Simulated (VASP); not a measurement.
# Cu3N (Pm-3m) in VASP: notebook

Cu3N is run at these levels: r2SCAN+D4; tasks: single point.

Program: VASP 6.6.1. These are calculated values, not measurements. Logs are shortened: lines on timing, memory, paths and dates and some standing lists are left out, and cuts for length are marked.

### 1 The cell of the first run

It takes space group Pm-3m (No. 221, cubic). Conventional cell: a = 3.749 Å, b = 3.749 Å, c = 3.749 Å, α = 90.00°, β = 90.00°, γ = 90.00°. Within 2.5 Å of Cu (site symmetry 4/mmm) lie 2 N at 1.87 Å. Within 2.5 Å of N (site symmetry m-3m) lie 6 Cu at 1.87 Å.

### 2 Single point, r2SCAN+D4 (13.17 Å³/atom)

File POSCAR:

```
Cu3N
1.0
    3.7490479188      0.0000000000      0.0000000000
    0.0000000000      3.7490479188      0.0000000000
    0.0000000000      0.0000000000      3.7490479188
Cu N
3 1
Direct
    0.5000000000      0.0000000000      0.0000000000
    0.0000000000      0.5000000000      0.0000000000
    0.0000000000      0.0000000000      0.5000000000
    0.0000000000      0.0000000000      0.0000000000
```

File INCAR.step1:

```
SYSTEM = Cu3N
PREC     = Accurate       ! precision mode
ENCUT    = 660            ! plane-wave cutoff, eV
ISMEAR   = 0              ! smearing method
SIGMA    = 0.05           ! smearing width, eV
LREAL    = .FALSE.        ! projectors in reciprocal space
LASPH    = .TRUE.         ! aspherical terms in the spheres
NELM     = 120            ! most SCF steps
NBANDS   = 27             ! bands
GGA      = PE             ! functional
ALGO     = Normal         ! electronic algorithm
EDIFF    = 1E-5           ! SCF threshold, eV
LWAVE    = .TRUE.         ! write WAVECAR
LCHARG   = .FALSE.        ! write CHGCAR
GGA_COMPAT= .FALSE.
```

File INCAR.step2:

```
SYSTEM = Cu3N
PREC     = Accurate       ! precision mode
ENCUT    = 660            ! plane-wave cutoff, eV
EDIFF    = 1E-6           ! SCF threshold, eV
ISMEAR   = 0              ! smearing method
SIGMA    = 0.05           ! smearing width, eV
LREAL    = .FALSE.        ! projectors in reciprocal space
LASPH    = .TRUE.         ! aspherical terms in the spheres
NELM     = 120            ! most SCF steps
ALGO     = Normal         ! electronic algorithm
ISIF     = 2              ! what is computed and relaxed
LWAVE    = .FALSE.        ! write WAVECAR
LCHARG   = .FALSE.        ! write CHGCAR
METAGGA  = R2SCAN         ! meta-GGA
LMIXTAU  = .TRUE.       
IVDW     = 13             ! dispersion correction
VDW_S6   = 1.0          
VDW_S8   = 0.6018749    
VDW_A1   = 0.51559235   
VDW_A2   = 5.77342911   
NBANDS   = 27             ! bands
ISTART   = 1            
GGA_COMPAT= .FALSE.
```

File KPOINTS:

```
Automatic mesh
0
G
  8 8 8
  0 0 0
```

Potentials or basis: VASP PAW PBE potentials, release 64 (Cu, N).

Command:

```console
$ cat potpaw_PBE.64/Cu/POTCAR potpaw_PBE.64/N/POTCAR > POTCAR
$ cp INCAR.step1 INCAR
$ mpirun -np 1 vasp_std > vasp.out
$ cp INCAR.step2 INCAR
$ mpirun -np 1 vasp_std > vasp.out
```

OUTCAR:

```text
SYSTEM = Cu3N
   PREC = Accurate
   ENCUT = 660
   EDIFF = 1E-6
   ISMEAR = 0
   LREAL = .FALSE.
   LASPH = .TRUE.
   NELM = 120
   ISIF = 2
   METAGGA = R2SCAN
   IVDW = 13
   ISTART = 1

 ion  position               nearest neighbor table
   1  0.500  0.000  0.000-   4 1.87   4 1.87   2 2.65   3 2.65   2 2.65   2 2.65   3 2.65   3 2.65
                             3 2.65   2 2.65
   2  0.000  0.500  0.000-   4 1.87   4 1.87   1 2.65   3 2.65   1 2.65   3 2.65   3 2.65   3 2.65
                             1 2.65   1 2.65
   3  0.000  0.000  0.500-   4 1.87   4 1.87   1 2.65   1 2.65   2 2.65   2 2.65   2 2.65   2 2.65
                             1 2.65   1 2.65
   4  0.000  0.000  0.000-   1 1.87   2 1.87   3 1.87   3 1.87   2 1.87   1 1.87

  LATTYP: Found a simple cubic cell.
 ALAT       =     3.7490479188

  Lattice vectors:

 A1 = (   3.7490479188,   0.0000000000,   0.0000000000)
 A2 = (   0.0000000000,   3.7490479188,   0.0000000000)
 A3 = (   0.0000000000,   0.0000000000,   3.7490479188)

Analysis of symmetry for initial positions (statically):
=====================================================================
 Subroutine PRICEL returns:
 Original cell was already a primitive cell.

 Routine SETGRP: Setting up the symmetry group for a
 simple cubic supercell.

 Subroutine GETGRP returns: Found 48 space group operations
 (whereof 48 operations were pure point group operations)
 out of a pool of 48 trial point group operations.

The static configuration has the point symmetry O_h .

Analysis of symmetry for dynamics (positions and initial velocities):
=====================================================================
 Subroutine PRICEL returns:
 Original cell was already a primitive cell.

 Routine SETGRP: Setting up the symmetry group for a
 simple cubic supercell.

 Subroutine GETGRP returns: Found 48 space group operations
 (whereof 48 operations were pure point group operations)
 out of a pool of 48 trial point group operations.

The dynamic configuration has the point symmetry O_h .

 Subroutine INISYM returns: Found 48 space group operations
 (whereof 48 operations are pure point group operations),
 and found     1 'primitive' translations

----------------------------------------------------------------------------------------

                                     Primitive cell

  volume of cell :      52.6942

  direct lattice vectors                    reciprocal lattice vectors
     3.749047919  0.000000000  0.000000000     0.266734387  0.000000000  0.000000000
     0.000000000  3.749047919  0.000000000     0.000000000  0.266734387  0.000000000
     0.000000000  0.000000000  3.749047919     0.000000000  0.000000000  0.266734387

  length of vectors
     3.749047919  3.749047919  3.749047919     0.266734387  0.266734387  0.266734387

  position of ions in fractional coordinates (direct lattice)
     0.500000000  0.000000000  0.000000000
     0.000000000  0.500000000  0.000000000
     0.000000000  0.000000000  0.500000000
     0.000000000  0.000000000  0.000000000

  ion indices of the primitive-cell ions
   primitive index   ion index
                 1           1
                 2           2
                 3           3
                 4           4

----------------------------------------------------------------------------------------

 KPOINTS: Automatic mesh

Automatic generation of k-mesh.
 Grid dimensions read from file:
 generate k-points for:    8    8    8

 Generating k-lattice:

  Cartesian coordinates                     Fractional coordinates (reciprocal lattice)
     0.033341798  0.000000000  0.000000000     0.125000000  0.000000000  0.000000000
     0.000000000  0.033341798  0.000000000     0.000000000  0.125000000  0.000000000
     0.000000000  0.000000000  0.033341798     0.000000000  0.000000000  0.125000000

  Length of vectors
     0.033341798  0.033341798  0.033341798

  Shift w.r.t. Gamma in fractional coordinates (k-lattice)
     0.000000000  0.000000000  0.000000000

 Subroutine IBZKPT returns following result:
 ===========================================

 Found     35 irreducible k-points:

 Following reciprocal coordinates:
            Coordinates               Weight
  0.000000  0.000000  0.000000      1.000000
  0.125000  0.000000  0.000000      6.000000
  0.250000  0.000000  0.000000      6.000000
  0.375000  0.000000  0.000000      6.000000
  0.500000  0.000000  0.000000      3.000000
  0.125000  0.125000  0.000000     12.000000
[... 16 lines left out ...]
  0.375000  0.375000  0.125000     24.000000
  0.500000  0.375000  0.125000     24.000000
 [... further k-points ...]
   k-points           NKPTS =     35   k-points in BZ     NKDIM =     35   number of bands    NBANDS=     27
   number of dos      NEDOS =    301   number of ions     NIONS =      4
   total plane-waves  NPLWV =  32768
   dimension x,y,z NGX =    32 NGY =   32 NGZ =   32
   dimension x,y,z NGXF=    64 NGYF=   64 NGZF=   64
   ions per type =               3   1
   NGX,Y,Z   is equivalent  to a cutoff of  14.19, 14.19, 14.19 a.u.
   NGXF,Y,Z  is equivalent  to a cutoff of  28.38, 28.38, 28.38 a.u.
 SYSTEM =  Cu3N
   PREC   = accura    normal or accurate (medium, high low for compatibility)
   ISTART =      1    job   : 0-new  1-cont  2-samecut
   ICHARG =      0    charge: 1-file 2-atom 10-const
   ISPIN  =      1    spin polarized calculation?
   LNONCOLLINEAR =      F non collinear calculations
   LSORBIT =      F    spin-orbit coupling
   LASPH  =      T    aspherical Exc in radial PAW
   ENCUT  =  660.0 eV  48.51 Ry    6.96 a.u.   7.85  7.85  7.85*2*pi/ulx,y,z
   NELM   =    120;   NELMIN=  2; NELMDL=  0     # of ELM steps
   EDIFF  = 0.1E-05   stopping-criterion for ELM
   LREAL  =      F    real-space projection
[... 7 lines left out ...]
   TEBEG  =    0.0;   TEEND  =   0.0 temperature during run
   PSTRESS=    0.0 pullay stress
   NELECT =      38.0000    total number of electrons
   NUPDOWN=      -1.0000    fix difference up-down
   EMIN   =  10.00;   EMAX   =-10.00  energy-range for DOS
   EFERMI =   0.00;   METHOD = LEGACY
   ISMEAR =     0;   SIGMA  =   0.05  broadening in eV -4-tet -1-fermi 0-gaus
   EFERMI_NEDOS =   21; number of points for ismear=-14 and -15
   IALGO  =     38    algorithm
   IMIX   =      4    mixing-type and parameters
     AMIX     =   0.40;   BMIX     =  1.00
     AMIX_MAG =   1.60;   BMIX_MAG =  1.00
  volume/ion in A,a.u.               =      13.17        88.90
  Fermi-wavevector in a.u.,A,eV,Ry     =   1.468075  2.774260 29.323895  2.155245
  Thomas-Fermi vector in A             =   2.583617
   LORBIT       =      0    0 simple, 1 ext, 2 COOP (PROOUT), +10 PAW based schemes
   METAGGA = R2SCAN    functional components
   LHFCALC =     F    Hartree Fock is set to
   AEXX    =    0.0000 exact exchange contribution
   IVDW    =    13    specifies the selected vdW correction
   LEPSILON=     F    determine dielectric tensor
   LRPA    =     F    only Hartree local field effects (RPA)
 non-spin polarized calculation
 Gauss-broadening in eV      SIGMA  =   0.05
  energy-cutoff  :      660.00
  volume of cell :       52.69
 maximum number of plane-waves:      2048
 NGX is ok and might be reduce to    32
   NGX = 15   NGY = 15   NGZ = 15

 number of electron      38.0000011 magnetization

 Free energy of the ion-electron system (eV)
  ---------------------------------------------------
  ext. energy  EPLUGINS =         0.00000000
  ---------------------------------------------------
  free energy    TOTEN  =       -40.68511181 eV

  energy without entropy =      -40.68506661  energy(sigma->0) =      -40.68508921

 E-fermi :   5.4307     XC(G=0): -11.7377

 val. band max:        5.3601413772   @ k =   0.5000   0.5000   0.5000
 cond. band min:       5.5012881589   @ k =   0.5000   0.5000   0.0000
 fundamental gap:      0.1411467817
 Fermi energy:         5.4307034510

 k-point     1 :       0.0000    0.0000    0.0000
  band No.  band energies     occupation
      1     -12.8782      2.00000
      2      -0.3052      2.00000
      3       0.1257      2.00000
      4       0.1257      2.00000
      5       0.1257      2.00000
      6       1.0776      2.00000
[... 19 lines left out ...]
     26      18.5190      0.00000
     27      18.5190      0.00000

 k-point     2 :       0.1250    0.0000    0.0000
  band No.  band energies     occupation
      1     -12.8170      2.00000
      2      -0.6333      2.00000
      3      -0.0633      2.00000
      4      -0.0633      2.00000
      5       0.0038      2.00000
      6       1.0949      2.00000
[... 19 lines left out ...]
     26      17.5776      0.00000
     27      17.7661      0.00000

 k-point     3 :       0.2500    0.0000    0.0000
  band No.  band energies     occupation
      1     -12.6623      2.00000
      2      -1.6187      2.00000
      3      -0.3711      2.00000
      4      -0.3711      2.00000
      5       0.3085      2.00000
      6       1.1386      2.00000
[... 19 lines left out ...]
     26      15.8986      0.00000
     27      16.5758      0.00000

 k-point     4 :       0.3750    0.0000    0.0000
  band No.  band energies     occupation
      1     -12.4966      2.00000
      2      -2.4297      2.00000
      3      -0.5949      2.00000
      4      -0.5949      2.00000
      5       0.7925      2.00000
      6       1.1850      2.00000
[... 19 lines left out ...]
     26      15.6855      0.00000
     27      15.6855      0.00000

 k-point     5 :       0.5000    0.0000    0.0000
  band No.  band energies     occupation
      1     -12.4242      2.00000
      2      -2.7342      2.00000
      3      -0.6744      2.00000
      4      -0.6744      2.00000
      5       1.1357      2.00000
      6       1.2052      2.00000
[... 19 lines left out ...]
     26      15.3546      0.00000
     27      15.3546      0.00000

 k-point     6 :       0.1250    0.1250    0.0000
  band No.  band energies     occupation
      1     -12.7556      2.00000
      2      -0.7490      2.00000
      3      -0.6008      2.00000
      4      -0.2166      2.00000
      5       0.1516      2.00000
      6       1.1749      2.00000
[... 444 lines left out ...]
      1     -12.2129      2.00000
      2      -2.5481      2.00000
      3      -1.8975      2.00000
      4      -1.2499      2.00000
      5       1.2860      2.00000
      6       1.6208      2.00000
[... 19 lines left out ...]
     26      16.6416      0.00000
     27      17.5653      0.00000

 k-point    22 :       0.5000    0.2500    0.1250
  band No.  band energies     occupation
      1     -12.1392      2.00000
      2      -2.8342      2.00000
      3      -1.9357      2.00000
      4      -1.3065      2.00000
      5       1.5671      2.00000
      6       1.6913      2.00000
[... 19 lines left out ...]
     26      16.8337      0.00000
     27      17.8057      0.00000

 k-point    23 :       0.3750    0.3750    0.1250
  band No.  band energies     occupation
      1     -12.0424      2.00000
      2      -2.6182      2.00000
      3      -2.6048      2.00000
      4      -1.3944      2.00000
      5       1.6037      2.00000
      6       1.7937      2.00000
[... 19 lines left out ...]
     26      16.1814      0.00000
     27      17.8495      0.00000

 k-point    24 :       0.5000    0.3750    0.1250
  band No.  band energies     occupation
      1     -11.9676      2.00000
      2      -2.8884      2.00000
      3      -2.6373      2.00000
      4      -1.4493      2.00000
      5       1.7602      2.00000
      6       1.8093      2.00000
[... 19 lines left out ...]
     26      15.7617      0.00000
     27      18.7769      0.00000

 [... further k-points ...]

------------------------ aborting loop because EDIFF is reached ----------------------------------------

  DFT-D4 for vdW energy calculation

  Edisp (eV):   -0.55604

  FORCE on cell =-STRESS in cart. coord.  units (eV):
  Direction    XX          YY          ZZ          XY          YZ          ZX
  --------------------------------------------------------------------------------------
  -------------------------------------------------------------------------------------
  Total       1.19667     1.19667     1.19667     0.00000    -0.00000    -0.00000
  in kB      36.38502    36.38502    36.38502     0.00000    -0.00000    -0.00000
  external pressure =       36.39 kB  Pullay stress =        0.00 kB

 VOLUME and BASIS-vectors are now :
 -----------------------------------------------------------------------------
  energy-cutoff  :      660.00
  volume of cell :       52.69
      direct lattice vectors                 reciprocal lattice vectors
     3.749047919  0.000000000  0.000000000     0.266734387  0.000000000  0.000000000
     0.000000000  3.749047919  0.000000000     0.000000000  0.266734387  0.000000000
     0.000000000  0.000000000  3.749047919     0.000000000  0.000000000  0.266734387

 POSITION                                       TOTAL-FORCE (eV/Angst)
 -----------------------------------------------------------------------------------
      1.87452      0.00000      0.00000         0.000000      0.000000      0.000000
      0.00000      1.87452      0.00000         0.000000      0.000000      0.000000
      0.00000      0.00000      1.87452         0.000000      0.000000      0.000000
      0.00000      0.00000      0.00000         0.000000      0.000000      0.000000
 -----------------------------------------------------------------------------------
    total drift:                                0.000000      0.000000     -0.000000

  FREE ENERGIE OF THE ION-ELECTRON SYSTEM (eV)
  ---------------------------------------------------
  free  energy   TOTEN  =       -41.2411476885 eV

  energy  without entropy=      -41.2411024900  energy(sigma->0) =      -41.24112509
```

Wall time 5 min (1 thread of Oxide Virtual Turin-like, shared host); peak memory 0.18 GiB.

Results:

| Item | Value |
| --- | --- |
| Free energy | -41.2411 eV |
| Pressure | 3.6 GPa |
| Band gap on the k mesh | 0.14 eV (least direct gap 0.74 eV) |
| Dispersion energy per atom | -0.139 eV |

Caveat: the cell stands under pressure; semilocal functionals underestimate gaps, and a narrow one can read as zero; the PAW data sets were made with another functional, which shifts forces and pressure a little. A k mesh can miss the band edges.

### 3 Single point, r2SCAN+D4 (13.44 Å³/atom)

This run uses another cell than the first one, of 13.44 Å³/atom.

File POSCAR:

```
Cu3N
1.0
    3.7743800921      0.0000000000      0.0000000000
    0.0000000000      3.7743800921      0.0000000000
    0.0000000000      0.0000000000      3.7743800921
Cu N
3 1
Direct
    0.5000000000      0.0000000000      0.0000000000
    0.0000000000      0.5000000000      0.0000000000
    0.0000000000      0.0000000000      0.5000000000
    0.0000000000      0.0000000000      0.0000000000
```

File INCAR.step1:

```
SYSTEM = Cu3N
PREC = Accurate
ENCUT = 660
ISMEAR = 0
SIGMA = 0.05
LREAL = .False.
LASPH = .True.
NELM = 120
NBANDS = 27
GGA = PE
ALGO = Normal
EDIFF = 1E-5
LWAVE = .True.
LCHARG = .False.
GGA_COMPAT = .False.
```

File INCAR.step2:

```
SYSTEM = Cu3N
PREC = Accurate
ENCUT = 660
EDIFF = 1E-6
ISMEAR = 0
SIGMA = 0.05
LREAL = .False.
LASPH = .True.
NELM = 120
ALGO = Normal
ISIF = 2
LWAVE = .False.
LCHARG = .False.
METAGGA = R2SCAN
LMIXTAU = .True.
IVDW = 13
VDW_S6 = 1.0
VDW_S8 = 0.6018749
VDW_A1 = 0.51559235
VDW_A2 = 5.77342911
NBANDS = 27
ISTART = 1
GGA_COMPAT = .False.
```

File KPOINTS:

```
regular mesh
0
Gamma
  8 8 8
  0 0 0
```

Potentials or basis: VASP PAW PBE potentials, release 64 (Cu, N).

Command:

```console
$ cat potpaw_PBE.64/Cu/POTCAR potpaw_PBE.64/N/POTCAR > POTCAR
$ cp INCAR.step1 INCAR
$ mpirun -np 1 vasp_std > vasp.out
$ cp INCAR.step2 INCAR
$ mpirun -np 1 vasp_std > vasp.out
```

Wall time 7.2 min (1 thread of Oxide Virtual Turin-like, shared host); peak memory 0.19 GiB.

The run converged. Its results:

```yaml
Free_energy: -41.2568 eV
Pressure: 0.8 GPa
Band_gap_on_the_k_mesh: 0.21 eV (least direct gap 0.80 eV)
Dispersion_energy_per_atom: -0.137 eV
```

Levels at points of the mesh, in eV from the valence-band top:
```
           k point  band 15  band 16  band 17  band 18  band 19  band 20  band 21  band 22  band 23  band 24
(0.00, 0.00, 0.00)    -2.56    -2.02    -2.02    -2.02    -1.94     1.23     5.78     5.78     7.05     7.05
(0.50, 0.00, 0.00)    -2.55    -2.35    -2.02    -1.54    -1.54     1.89     3.58     7.46     7.62     7.62
(0.50, 0.50, 0.00)    -2.50    -2.33    -1.16    -1.16    -0.76     0.21     4.07     5.22     5.22     8.69
(0.50, 0.50, 0.50)    -2.05    -2.05     0.00     0.00     0.00     0.90     0.90     0.90     6.34     8.78
```

Caveat: semilocal functionals underestimate gaps, and a narrow one can read as zero; the PAW data sets were made with another functional, which shifts forces and pressure a little.
